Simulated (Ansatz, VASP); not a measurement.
**Sc in VASP and in Ansatz**

POSCAR

```
Sc
1.0
    3.3280716152      0.0000000000      0.0000000000
   -1.6640358076      2.8821945644      0.0000000000
    0.0000000000      0.0000000000      5.2121495536
Sc
2
Direct
    0.3333333333      0.6666666667      0.2500000000
    0.6666666667      0.3333333333      0.7500000000
```

File INCAR.step1:

```
SYSTEM = Sc
PREC = Accurate ; ENCUT = 520
ISMEAR = -1 ; SIGMA = 0.1
LREAL = .FALSE. ; LASPH = .TRUE.
NELM = 100 ; NBANDS = 18
GGA = PE ; ALGO = Normal
EDIFF = 1E-4 ; LWAVE = .TRUE.
LCHARG = .FALSE.
```

The input INCAR.step2:

```
SYSTEM = Sc
PREC = Accurate ; ENCUT = 520
EDIFF = 1E-6 ; ISMEAR = -1
SIGMA = 0.1 ; LREAL = .FALSE.
LASPH = .TRUE. ; NELM = 100
ALGO = Normal ; ISIF = 2
LWAVE = .FALSE. ; LCHARG = .TRUE.
METAGGA = R2SCAN ; LMIXTAU = .TRUE.
LELF = .TRUE. ; LVHAR = .TRUE.
NBANDS = 18 ; ISTART = 1
```

KPOINTS

```
Automatic mesh
0
G
  5 5 3
  0 0 0
```

Input for Ansatz:

```yaml
crystal:
  lattice:
    - [3.3280716152, 0.0, 0.0]
    - [-1.6640358076, 2.8821945644, 0.0]
    - [0.0, 0.0, 5.2121495536]
  atoms:
    - { symbol: Sc, position: [0.3333333333, 0.6666666667, 0.25] }
    - { symbol: Sc, position: [0.6666666667, 0.3333333333, 0.75] }
hamiltonian:
  xc: r2scan
  pseudopotentials:
    kind: paw
    azcp:
      Sc: "pseudopotentials/Sc.paw.azcp"
basis:
  ecutwfc: 500
  fft_grid_basis: typed
kpoints:
  mp_grid: { grid: [5, 5, 3], shift: [0, 0, 0] }
magnetization:
  spin_polarized: false
scf:
  occupations: { method: fermi_dirac, width: 0.1 }
  lower_state_search: "off"
output:
  stress: true
```

Alike in both runs: task single point; functional r2SCAN; k mesh 5 × 5 × 3; occupations fermi-dirac, width 0.1 eV; no spin polarisation.

```csv
,VASP,Ansatz
version,VASP 6.6.1,Ansatz 0.2.0
potentials or method,"VASP PAW PBE potentials, release 64 (Sc_sv), cutoff 520 eV","plane waves (500 eV) with PAW, scalar-relativistic"
valence electrons in the cell,22,22
```

```csv
,VASP,Ansatz,Ansatz less VASP
pressure (GPa),0.5,0.3,-0.20
"traceless stress, the component that is largest in VASP (GPa)",0.09,0.08,-0.004
```

VASP's potentials were made for PBE, not for r2SCAN. The functional is the same, so the differences come from potentials, cutoffs and numerics.

The k mesh is coarse, so the values compare programs but aren't converged.
